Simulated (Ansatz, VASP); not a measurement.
Two plane-wave programs on Te2Mo

Contents of POSCAR:

```
Te2Mo
1.0
    3.7026421266      0.0000000000      0.0000000000
   -1.8513210633      3.2065821427      0.0000000000
    0.0000000000      0.0000000000     17.5240578200
Te Mo
2 1
Direct
    0.3333333333      0.6666666667      0.8978554500
    0.3333333333      0.6666666667      0.1021445500
    0.0000000000      0.0000000000      0.0000000000
```

INCAR.step1

```
ALGO     = Normal         # electronic algorithm
EDIFF    = 1E-4           # SCF threshold, eV
ENCUT    = 520            # plane-wave cutoff, eV
GGA      = PE             # functional
ISMEAR   = 0              # smearing method
LASPH    = T              # aspherical terms in the spheres
LCHARG   = F              # write CHGCAR
LREAL    = F              # projectors in reciprocal space
LWAVE    = T              # write WAVECAR
NBANDS   = 20             # bands
NELM     = 60             # most SCF steps
PREC     = Accurate       # precision mode
SIGMA    = 0.05           # smearing width, eV
```

Contents of INCAR.step2:

```
ALGO     = Normal         # electronic algorithm
EDIFF    = 1E-6           # SCF threshold, eV
ENCUT    = 520            # plane-wave cutoff, eV
ISIF     = 2              # what is computed and relaxed
ISMEAR   = 0              # smearing method
ISTART   = 1            
LASPH    = T              # aspherical terms in the spheres
LCHARG   = T              # write CHGCAR
LELF     = T              # ELF
LMIXTAU  = T            
LREAL    = F              # projectors in reciprocal space
LVHAR    = T            
LWAVE    = F              # write WAVECAR
METAGGA  = R2SCAN         # meta-GGA
NBANDS   = 20             # bands
NELM     = 60             # most SCF steps
PREC     = Accurate       # precision mode
SIGMA    = 0.05           # smearing width, eV
```

File KPOINTS:

```
k-points
0
Gamma
  12 12 2
```

Input for Ansatz:

```yaml
crystal:
  lattice:
    - [3.7026421266, 0.0, 0.0]
    - [-1.8513210633, 3.2065821427, 0.0]
    - [0.0, 0.0, 17.52405782]
  atoms:
    - { symbol: Te, position: [0.3333333333, 0.6666666667, 0.89785545] }
    - { symbol: Te, position: [0.3333333333, 0.6666666667, 0.10214455] }
    - { symbol: Mo, position: [0.0, 0.0, 0.0] }
basis:
  ecutwfc: 500
kpoints:
  mp_grid: { grid: [12, 12, 2] }
hamiltonian:
  xc: r2scan
scf:
  occupations: { method: gaussian, width: 0.05 }
output:
  forces: true
  stress: true
  eigenvalues: true
```

Change from the starting cell: strain +0.040 along x and y, +0.000 along z, atoms carried along.

Alike in both runs: task single point; functional r2SCAN; k mesh 12 × 12 × 2; occupations gaussian, width 0.05 eV; no spin polarisation.

|  | VASP | Ansatz |
| --- | --- | --- |
| version | VASP 6.6.1 | Ansatz 0.2.0 |
| potentials or method | VASP PAW PBE potentials, release 64 (Te, Mo_sv), cutoff 520 eV | scalar-relativistic, plane waves, PAW |
| valence electrons in the cell | 26 | 46 |

```csv
,VASP,Ansatz,Ansatz less VASP
gap on the k mesh at the Fermi level (eV),0.89,0.88,-0.002
least direct gap on the mesh (eV),0.89,0.88,-0.002
rms of the force components (eV/Å),0.286,0.297,+0.0109
```

VASP's potentials were made for PBE, not for r2SCAN. Atom by atom the forces differ by 0.011 eV/Å (rms over components). With one functional, cell and mesh, what is left measures potentials, basis and numerics. VASP's potentials hold 26 valence electrons a cell and Ansatz's 46, so a difference there can come from the potentials and not from the codes.

Spin-orbit coupling is off throughout.
